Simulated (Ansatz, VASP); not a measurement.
**Hg: VASP beside Ansatz**

```
Hg
1.0
     3.03580    0.00000    0.00000
    -1.51790    2.62908    0.00000
     0.00000    0.00000    5.78340
Hg
2
Direct
  0.66667 0.33333 0.75000
  0.33333 0.66667 0.25000
```

Alike in both runs: task single point; functional PBEsol; dispersion D3(BJ); k mesh 18 × 18 × 10; occupations gaussian, width 0.15 eV; no spin polarisation.

|  | VASP | Ansatz |
| --- | --- | --- |
| version | VASP 6.6.1 | Ansatz 0.2.0 |
| potentials or method | VASP PAW PBE potentials, release 64 (Hg), cutoff 520 eV | scalar-relativistic, plane waves, PAW |
| valence electrons in the cell | 24 | 40 |

Ansatz gave:

| Item | Value |
| --- | --- |
| gap on the k mesh at the Fermi level (eV) | none |
| pressure (GPa) | -2.3 |
| traceless stress, the component that is largest in VASP (GPa) | -1.14 |

Problem. What did VASP give for the same quantities?

Solution. gap on the k mesh at the Fermi level (eV): none; pressure (GPa): -1.8; traceless stress, the component that is largest in VASP (GPa): -1.37.

VASP's potentials were made for PBE, not for PBEsol. A gap of «none» marks a metal or a gap that the smearing closes. VASP's potentials hold 24 valence electrons a cell and Ansatz's 40, so a difference there can come from the potentials and not from the codes.

Neither program's run includes spin-orbit coupling.
